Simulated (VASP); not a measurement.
Input of a VASP 6.6.1 run:

The input INCAR:

```
SYSTEM = Rh
ALGO = Normal
EDIFF = 1E-6
ENCUT = 500
GGA = PE
GGA_COMPAT = .False.
ISIF = 2
ISMEAR = 0
LASPH = .True.
LCHARG = .False.
LREAL = .False.
LWAVE = .False.
NBANDS = 22
NELM = 120
PREC = Accurate
SIGMA = 0.15
```

File KPOINTS:

```
k-points
0
Gamma
  21 21 12
  0 0 0
```

POSCAR

```
Rh
1.0
    2.8297519717      0.0000000000      0.0000000000
   -1.4148759859      2.4506370939      0.0000000000
    0.0000000000      0.0000000000      4.5539132325
Rh
2
Direct
    0.6666666667      0.3333333333      0.7500000000
    0.3333333333      0.6666666667      0.2500000000
```

Potentials or basis: VASP PAW PBE potentials, release 64 (Rh_pv).

The run is started by

```console
$ cat potpaw_PBE.64/Rh_pv/POTCAR > POTCAR
$ mpirun -np 1 vasp_std > vasp.out
```

**Question.** Predict the pressure.

**Answer.** -21.3 GPa.

**Question.** Estimate the band gap on the k mesh.

**Answer.** Zero (bands 15 and 16 overlap by 1.88 eV).

Stress tensor (GPa, compression positive):
```
-21.15   0.00   0.00
  0.00 -21.15   0.00
  0.00   0.00 -21.51
```

Caveat: the cell stands under tension.
